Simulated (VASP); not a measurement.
# As: single point with r2SCAN

Crystal: As.

```xyz
2
Lattice="1.7951 1.0364 5.0543 -1.7951 1.0364 5.0543 0.0000 -2.0728 5.0543" Properties=species:S:1:pos:R:3 pbc="T T T"
As    0.0000    0.0000   11.9534
As    0.0000    0.0000    3.2094
```

* Program: VASP 6.6.1
* Task: single point
* Functional: r2SCAN
* Potentials or basis: VASP PAW PBE potentials, release 64 (As)
* Cutoff: 520 eV
* k mesh: 10 × 10 × 10
* Occupations: methfessel-paxton, width 0.01 eV
* Spin: no spin polarisation

The pressure is 0.1 GPa, the largest force is 0.062 eV/Å and the band gap on the k mesh is 0.60 eV (least direct gap 1.15 eV).

Forces on the atoms (eV/Å):
```
As   0.000  0.000 -0.062
As   0.000  0.000  0.062
```

Stress tensor (GPa, compression positive):
```
0.07 0.00 0.00
0.00 0.07 0.00
0.00 0.00 0.28
```

Levels at points of the mesh, in eV from the valence-band top:
```tsv
k point	band 1	band 2	band 3	band 4	band 5	band 6	band 7	band 8	band 9	band 10
(0.00, 0.00, 0.00)	-15.16	-7.85	-2.38	-1.04	-1.04	1.86	2.90	2.90	8.50	9.55
(0.50, 0.00, 0.00)	-12.51	-10.47	-4.27	-2.97	-2.03	0.95	1.71	3.71	6.01	8.96
(0.50, 0.50, 0.00)	-12.51	-10.35	-4.61	-3.05	-2.94	1.67	3.76	4.29	6.38	9.02
(0.50, 0.50, 0.50)	-15.07	-8.58	-1.02	-1.02	0.00	1.15	2.74	2.74	6.68	9.03
```

Run time: 4.4 min on 1 thread of Intel(R) Xeon(R) 6975P-C (Granite Rapids), on a shared host, peak memory 0.31 GiB.

Caveat: the PAW data sets were made with another functional, which shifts forces and pressure a little. A k mesh can miss the band edges.
